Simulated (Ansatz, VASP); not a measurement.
## One calculation of Al3C2, two programs

```
Al C
1.0
     3.07767    0.00000    0.00000
     0.00000    3.07767    0.00000
     0.00000    0.00000    5.69195
Al C
3 2
Direct
  0.00000 0.50000 0.35728
  0.50000 0.00000 0.64272
  0.50000 0.50000 0.00000
  0.50000 0.00000 0.27349
  0.00000 0.50000 0.72651
```

Change from the starting cell: species swapped into the Er2Se3 type (P-4m2, No. 115).

Alike in both runs: task relaxation of cell and atoms; functional PBE; k mesh 12 × 12 × 8; occupations gaussian, width 0.1 eV; no spin polarisation.

```csv
,VASP,Ansatz
version,VASP 6.6.1,Ansatz 0.2.0
potentials or method,"VASP PAW PBE potentials, release 64 (Al, C), cutoff 600 eV","scalar-relativistic, plane waves, PAW"
valence electrons in the cell,17,17
```

```tsv
	VASP	Ansatz	Ansatz less VASP
gap on the k mesh at the Fermi level, each at its own relaxed structure (eV)	none	none	-
relaxed volume (Å³/atom)	10.79	10.79	+0.005
relaxed cell length with the largest relative difference (Å)	5.699	5.702	+0.0023
```

A gap of «none» marks a metal or a gap that the smearing closes.
